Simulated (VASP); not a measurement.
# B3Rh (P-6m2) in VASP: single point with r2SCAN

Aim: the single point of B3Rh with r2SCAN.

All numbers are computed with VASP 6.6.1; they aren't measurements. Logs are shortened: lines on timing, memory, paths and dates and some standing lists are left out, and cuts for length are marked.

### 1 The cell of the first run

Symmetry: P-6m2, No. 187, hexagonal system. The conventional cell has a = 2.908 Å, b = 2.908 Å, c = 4.597 Å, α = 90.00°, β = 90.00°, γ = 120.00°. B (site symmetry -6m2) has 6 B at 1.86 Å and 2 Rh at 2.30 Å within 2.5 Å. B (site symmetry 3m) has 4 B at 1.59 to 1.86 Å within 2.1 Å. Within 3.0 Å of Rh (site symmetry -6m2) lie 8 B at 2.25 to 2.30 Å and 6 Rh at 2.91 Å.

### 2 Single point, r2SCAN

Input file POSCAR:

```
B3Rh
1.0
    2.9076799734      0.0000000000      0.0000000000
   -1.4538399867      2.5181247230      0.0000000000
    0.0000000000      0.0000000000      4.5973938000
B Rh
3 1
Direct
    0.6666666667      0.3333333333      0.0000000000
    0.3333333333      0.6666666667      0.8272070000
    0.3333333333      0.6666666667      0.1727930000
    0.6666666667      0.3333333333      0.5000000000
```

Input file INCAR.step1:

```
PREC = Accurate
ENCUT = 680
ISMEAR = 0
SIGMA = 0.1
LREAL = False
LASPH = True
NELM = 120
NBANDS = 21
GGA = PE
ALGO = Normal
EDIFF = 1E-5
LWAVE = True
LCHARG = False
GGA_COMPAT = False
```

Input file INCAR.step2:

```
PREC = Accurate
ENCUT = 680
EDIFF = 1E-6
ISMEAR = 0
SIGMA = 0.1
LREAL = False
LASPH = True
NELM = 120
ALGO = Normal
ISIF = 2
LWAVE = False
LCHARG = False
METAGGA = R2SCAN
LMIXTAU = True
NBANDS = 21
ISTART = 1
GGA_COMPAT = False
```

Input file KPOINTS:

```
regular mesh
0
Gamma
  18 18 10
```

Potentials or basis: VASP PAW PBE potentials, release 64 (B, Rh_sv_GW).

Run with:

```console
> cat potpaw_PBE.64/B/POTCAR potpaw_PBE.64/Rh_sv_GW/POTCAR > POTCAR
> cp INCAR.step1 INCAR
> mpirun -np 1 vasp_std > vasp.out
> cp INCAR.step2 INCAR
> mpirun -np 1 vasp_std > vasp.out
```

OUTCAR:

```text
PREC = Accurate
   ENCUT = 680
   EDIFF = 1E-6
   ISMEAR = 0
   LREAL = False
   LASPH = True
   NELM = 120
   ISIF = 2
   METAGGA = R2SCAN
   ISTART = 1

 ion  position               nearest neighbor table
   1  0.667  0.333  0.000-   2 1.86   3 1.86   2 1.86   3 1.86   2 1.86   3 1.86   4 2.30   4 2.30

   2  0.333  0.667  0.827-   3 1.59   1 1.86   1 1.86   1 1.86   4 2.25   4 2.25   4 2.25
   3  0.333  0.667  0.173-   2 1.59   1 1.86   1 1.86   1 1.86   4 2.25   4 2.25   4 2.25
   4  0.667  0.333  0.500-   2 2.25   3 2.25   2 2.25   3 2.25   2 2.25   3 2.25   1 2.30   1 2.30

  LATTYP: Found a hexagonal cell.
 ALAT       =     2.9076799734
 C/A-ratio  =     1.5811209769

  Lattice vectors:

 A1 = (   2.9076799734,   0.0000000000,   0.0000000000)
 A2 = (  -1.4538399867,   2.5181247230,   0.0000000000)
 A3 = (   0.0000000000,   0.0000000000,   4.5973938000)

Analysis of symmetry for initial positions (statically):
=====================================================================
 Subroutine PRICEL returns:
 Original cell was already a primitive cell.

 Routine SETGRP: Setting up the symmetry group for a
 hexagonal supercell.

 Subroutine GETGRP returns: Found 12 space group operations
 (whereof 12 operations were pure point group operations)
 out of a pool of 24 trial point group operations.

The static configuration has the point symmetry D_3h.

Analysis of symmetry for dynamics (positions and initial velocities):
=====================================================================
 Subroutine PRICEL returns:
 Original cell was already a primitive cell.

 Routine SETGRP: Setting up the symmetry group for a
 hexagonal supercell.

 Subroutine GETGRP returns: Found 12 space group operations
 (whereof 12 operations were pure point group operations)
 out of a pool of 24 trial point group operations.

The dynamic configuration has the point symmetry D_3h.

 Subroutine INISYM returns: Found 12 space group operations
 (whereof 12 operations are pure point group operations),
 and found     1 'primitive' translations

----------------------------------------------------------------------------------------

                                     Primitive cell

  volume of cell :      33.6617

  direct lattice vectors                    reciprocal lattice vectors
     2.907679973  0.000000000  0.000000000     0.343916803  0.198560459  0.000000000
    -1.453839987  2.518124723  0.000000000     0.000000000  0.397120917  0.000000000
     0.000000000  0.000000000  4.597393800     0.000000000  0.000000000  0.217514541

  length of vectors
     2.907679973  2.907679973  4.597393800     0.397120917  0.397120917  0.217514541

  position of ions in fractional coordinates (direct lattice)
     0.666666667  0.333333333  0.000000000
     0.333333333  0.666666667  0.827207000
     0.333333333  0.666666667  0.172793000
     0.666666667  0.333333333  0.500000000

  ion indices of the primitive-cell ions
   primitive index   ion index
                 1           1
                 2           2
                 3           3
                 4           4

----------------------------------------------------------------------------------------

 KPOINTS: regular mesh

Automatic generation of k-mesh.
 Grid dimensions read from file:
 generate k-points for:   18   18   10

 Generating k-lattice:

  Cartesian coordinates                     Fractional coordinates (reciprocal lattice)
     0.019106489  0.011031137  0.000000000     0.055555556 -0.000000000  0.000000000
     0.000000000  0.022062273  0.000000000     0.000000000  0.055555556  0.000000000
     0.000000000  0.000000000  0.021751454     0.000000000  0.000000000  0.100000000

  Length of vectors
     0.022062273  0.022062273  0.021751454

  Shift w.r.t. Gamma in fractional coordinates (k-lattice)
     0.000000000  0.000000000  0.000000000

 Subroutine IBZKPT returns following result:
 ===========================================

 Found    222 irreducible k-points:

 Following reciprocal coordinates:
            Coordinates               Weight
  0.000000  0.000000  0.000000      1.000000
  0.055556 -0.000000  0.000000      6.000000
  0.111111 -0.000000  0.000000      6.000000
  0.166667  0.000000  0.000000      6.000000
  0.222222 -0.000000  0.000000      6.000000
  0.277778  0.000000  0.000000      6.000000
[... 16 lines left out ...]
  0.333333  0.111111  0.000000     12.000000
  0.388889  0.111111  0.000000     12.000000
 [... further k-points ...]
   k-points           NKPTS =    222   k-points in BZ     NKDIM =    222   number of bands    NBANDS=     21
   number of dos      NEDOS =    301   number of ions     NIONS =      4
   total plane-waves  NPLWV =  31360
   dimension x,y,z NGX =    28 NGY =   28 NGZ =   40
   dimension x,y,z NGXF=    56 NGYF=   56 NGZF=   80
   ions per type =               3   1
   NGX,Y,Z   is equivalent  to a cutoff of  16.01, 16.01, 14.46 a.u.
   NGXF,Y,Z  is equivalent  to a cutoff of  32.02, 32.02, 28.93 a.u.
 SYSTEM =  unknown system
   PREC   = accura    normal or accurate (medium, high low for compatibility)
   ISTART =      1    job   : 0-new  1-cont  2-samecut
   ICHARG =      0    charge: 1-file 2-atom 10-const
   ISPIN  =      1    spin polarized calculation?
   LNONCOLLINEAR =      F non collinear calculations
   LSORBIT =      F    spin-orbit coupling
   LASPH  =      T    aspherical Exc in radial PAW
   ENCUT  =  680.0 eV  49.98 Ry    7.07 a.u.   6.18  6.18  9.78*2*pi/ulx,y,z
   NELM   =    120;   NELMIN=  2; NELMDL=  0     # of ELM steps
   EDIFF  = 0.1E-05   stopping-criterion for ELM
   LREAL  =      F    real-space projection
   EDIFFG = 0.1E-04   stopping-criterion for IOM
   NSW    =      0    number of steps for IOM
   IBRION =     -1    ionic relax: 0-MD 1-quasi-New 2-CG
   NFREE  =      0    steps in history (QN), initial steepest desc. (CG)
   ISIF   =      2    stress and relaxation
   ISYM   =      2    0-nonsym 1-usesym 2-fastsym
   POTIM  = 0.5000    time-step for ionic-motion
   TEBEG  =    0.0;   TEEND  =   0.0 temperature during run
   PSTRESS=    0.0 pullay stress
   NELECT =      26.0000    total number of electrons
   NUPDOWN=      -1.0000    fix difference up-down
   EMIN   =  10.00;   EMAX   =-10.00  energy-range for DOS
   EFERMI =   0.00;   METHOD = LEGACY
   ISMEAR =     0;   SIGMA  =   0.10  broadening in eV -4-tet -1-fermi 0-gaus
   EFERMI_NEDOS =   21; number of points for ismear=-14 and -15
   IALGO  =     38    algorithm
   IMIX   =      4    mixing-type and parameters
     AMIX     =   0.40;   BMIX     =  1.00
     AMIX_MAG =   1.60;   BMIX_MAG =  1.00
  volume/ion in A,a.u.               =       8.42        56.79
  Fermi-wavevector in a.u.,A,eV,Ry     =   1.502061  2.838483 30.697271  2.256186
  Thomas-Fermi vector in A             =   2.613350
   LORBIT       =      0    0 simple, 1 ext, 2 COOP (PROOUT), +10 PAW based schemes
   METAGGA = R2SCAN    functional components
   LHFCALC =     F    Hartree Fock is set to
   AEXX    =    0.0000 exact exchange contribution
   IVDW    =     0    specifies the selected vdW correction
   LEPSILON=     F    determine dielectric tensor
   LRPA    =     F    only Hartree local field effects (RPA)
 non-spin polarized calculation
 Gauss-broadening in eV      SIGMA  =   0.10
  energy-cutoff  :      680.00
  volume of cell :       33.66
 maximum number of plane-waves:      1387
 NGX is ok and might be reduce to    28
   NGX = 13   NGY = 13   NGZ = 19

 number of electron      25.9999999 magnetization

 Free energy of the ion-electron system (eV)
  ---------------------------------------------------
  ext. energy  EPLUGINS =         0.00000000
  ---------------------------------------------------
  free energy    TOTEN  =       -45.75272636 eV

  energy without entropy =      -45.74572659  energy(sigma->0) =      -45.74922648

 E-fermi :   8.9875     XC(G=0): -13.9284

 val. band max:        8.9825253823   @ k =   0.4444   0.0556   0.0000
 cond. band min:       8.9965736086   @ k =   0.3333   0.0000   0.5000
 fundamental gap:      0.0140482263
 Fermi energy:         8.9875320490

 k-point     1 :       0.0000    0.0000    0.0000
  band No.  band energies     occupation
      1     -72.4790      2.00000
      2     -39.8775      2.00000
      3     -39.3078      2.00000
      4     -39.3078      2.00000
      5      -7.0343      2.00000
      6       0.9895      2.00000
[... 13 lines left out ...]
     20      17.7960      0.00000
     21      20.6236      0.00000

 k-point     2 :       0.0556   -0.0000    0.0000
  band No.  band energies     occupation
      1     -72.4781      2.00000
      2     -39.8762      2.00000
      3     -39.3163      2.00000
      4     -39.3098      2.00000
      5      -6.9743      2.00000
      6       1.0070      2.00000
[... 13 lines left out ...]
     20      17.9923      0.00000
     21      20.6821      0.00000

 k-point     3 :       0.1111   -0.0000    0.0000
  band No.  band energies     occupation
      1     -72.4754      2.00000
      2     -39.8726      2.00000
      3     -39.3410      2.00000
      4     -39.3158      2.00000
      5      -6.7949      2.00000
      6       1.0587      2.00000
[... 13 lines left out ...]
     20      18.5202      0.00000
     21      20.8276      0.00000
[... 457 lines left out ...]
 k-point    23 :       0.3333    0.1111    0.0000
  band No.  band energies     occupation
      1     -72.4513      2.00000
      2     -39.8387      2.00000
      3     -39.5496      2.00000
      4     -39.3869      2.00000
      5      -4.0862      2.00000
      6       0.1296      2.00000
[... 13 lines left out ...]
     20      19.9309      0.00000
     21      22.4673      0.00000

 k-point    24 :       0.3889    0.1111    0.0000
  band No.  band energies     occupation
      1     -72.4489      2.00000
      2     -39.8353      2.00000
      3     -39.5704      2.00000
      4     -39.3943      2.00000
      5      -3.3773      2.00000
      6      -0.8010      2.00000
[... 13 lines left out ...]
     20      19.6853      0.00000
     21      23.1557      0.00000

 [... further k-points ...]

------------------------ aborting loop because EDIFF is reached ----------------------------------------

  FORCE on cell =-STRESS in cart. coord.  units (eV):
  Direction    XX          YY          ZZ          XY          YZ          ZX
  --------------------------------------------------------------------------------------
  -------------------------------------------------------------------------------------
  Total       -0.4104861     -0.4104861     -0.8713518      0.0000000     -0.0000000     -0.0000000
  in kB      -19.5377028    -19.5377028    -41.4732978      0.0000000     -0.0000000     -0.0000000
  external PRESSURE =     -26.8495678 kB  Pullay stress =       0.0000000 kB

 VOLUME and BASIS-vectors are now :
 -----------------------------------------------------------------------------
  energy-cutoff  :      680.00
  volume of cell :       33.66
      direct lattice vectors                 reciprocal lattice vectors
     2.907679973  0.000000000  0.000000000     0.343916803  0.198560459  0.000000000
    -1.453839987  2.518124723  0.000000000     0.000000000  0.397120917  0.000000000
     0.000000000  0.000000000  4.597393800     0.000000000  0.000000000  0.217514541

 POSITION                                       TOTAL-FORCE (eV/Angst)
 -----------------------------------------------------------------------------------
      1.45384      0.83937      0.00000        -0.000000      0.000000     -0.000000
     -0.00000      1.67875      3.80300        -0.000000      0.000000     -0.011254
     -0.00000      1.67875      0.79440        -0.000000     -0.000000      0.011254
      1.45384      0.83937      2.29870         0.000000      0.000000     -0.000000
 -----------------------------------------------------------------------------------
    total drift:                               -0.000001      0.000000      0.000000

  FREE ENERGIE OF THE ION-ELECTRON SYSTEM (eV)
  ---------------------------------------------------
  free  energy   TOTEN  =       -45.7527263606 eV

  energy  without entropy=      -45.7457265941  energy(sigma->0) =      -45.74922648
```

It took 7.2 min on 1 thread of Intel Xeon 6975P-C (Granite Rapids), shared host; peak memory 0.4 GiB.

What came out:

| Property | Result |
| --- | --- |
| Free energy | -45.7527 eV |
| Pressure | -2.7 GPa |
| Largest force | 0.011 eV/Å |
| Band gap on the k mesh | zero (bands 13 and 14 overlap by 1.81 eV) |

Forces on the atoms (eV/Å):
```
B    0.000  0.000  0.000
B    0.000  0.000 -0.011
B    0.000  0.000  0.011
Rh   0.000  0.000  0.000
```

Stress tensor (GPa, compression positive):
```
-1.95  0.00  0.00
 0.00 -1.95  0.00
 0.00  0.00 -4.15
```

Caveat: the PAW data sets were made with another functional, which shifts forces and pressure a little.
